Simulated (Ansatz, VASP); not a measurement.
Si: VASP beside Ansatz

```
CELL_PARAMETERS angstrom
-1.26272 1.26272 1.26272
1.26272 -1.26272 1.26272
1.26272 1.26272 -1.26272
ATOMIC_POSITIONS crystal
Si 0.00000 0.00000 0.00000
```

Change from the starting cell: volume scaled by 0.55, LAPW.

Alike in both runs: task single point; functional PBE; k mesh 17 × 17 × 17; occupations fermi-dirac, width 0.05 eV; no spin polarisation.

|  | VASP | Ansatz |
| --- | --- | --- |
| version | VASP 6.6.1 | Ansatz 0.2.0 |
| potentials or method | VASP PAW PBE potentials, release 64 (Si), cutoff 520 eV | all-electron LAPW, scalar-relativistic |

VASP gave:

| Item | Value |
| --- | --- |
| pressure (GPa) | 193.3 |

Problem. Estimate Ansatz's values.

Solution. Pressure (GPa): 194.1.

Both programs put the cell under a high pressure, so it lies far from rest at this level. Ansatz ran all-electron here, and VASP with PAW potentials.

Noted on VASP's run: the cell as given lies far from equilibrium.
